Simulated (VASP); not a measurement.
Runs of VASP 6.6.1 on Pb. The structure is that of space group Im-3m (No. 229), or close to it. The cells are those of the table. This isn't the form of Pb at room conditions, which is fcc.

| task | cell | k mesh | cutoff (eV) | gap on the mesh (eV) | pressure (GPa) |
| --- | --- | --- | --- | --- | --- |
| single point | a = 2.611 Å, angles 109.5°, 1 atom | 8 × 8 × 8 | 520 | none | (a) |
| single point | a = 3.386 Å, angles 109.5°, 1 atom | 16 × 16 × 16 | 520 | none | -0.1 |
| single point | a = 3.395 Å, angles 109.5°, 1 atom | 10 × 10 × 10 | 520 | none | -0.3 |
| relaxation of cell and atoms | relaxed from a = 2.611 Å, angles 109.5°, 1 atom | 10 × 10 × 10 | 600 | none | -0.1 |

Alike in all rows: level PBEsol; potentials or basis VASP PAW PBE potentials, release 64 (Pb_d); no spin polarisation; smearing gaussian 0.1 eV.

Problem. Estimate the missing entries.

Solution. (a) 255.0.

Caveats: some runs use coarse meshes; the PAW data sets were made with another functional, which shifts forces and pressure a little; spin-orbit coupling is left out, which moves the levels of the heavy elements.

A k mesh can miss the band edges, and the runs leave out spin-orbit coupling on Pb.

A gap of «none» marks levels without a gap at the run's occupations.
